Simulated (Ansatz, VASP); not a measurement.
**BaF2: VASP beside Ansatz**

```
CELL_PARAMETERS angstrom
0.00000 3.12803 3.12803
3.12803 0.00000 3.12803
3.12803 3.12803 0.00000
ATOMIC_POSITIONS crystal
Ba 0.00000 0.00000 0.00000
F 0.25000 0.25000 0.25000
F 0.75000 0.75000 0.75000
```

Alike in both runs: task single point; functional r2SCAN; k mesh 6 × 6 × 6; occupations gaussian, width 0.02 eV; no spin polarisation.

```csv
,VASP,Ansatz
version,VASP 6.6.1,Ansatz 0.2.0
potentials or method,"VASP PAW PBE potentials, release 64 (Ba_sv, F), cutoff 660 eV","scalar-relativistic, plane waves, PAW"
valence electrons in the cell,24,24
```

|  | VASP | Ansatz | Ansatz less VASP |
| --- | --- | --- | --- |
| gap on the k mesh at the Fermi level (eV) | 7.23 | 7.30 | +0.074 |
| least direct gap on the mesh (eV) | 7.29 | 7.37 | +0.083 |
| pressure (GPa) | -0.9 | -1.7 | -0.77 |

VASP's potentials were made for PBE, not for r2SCAN. The functional is the same, so the differences come from potentials, cutoffs and numerics.

Spin-orbit coupling is off throughout.
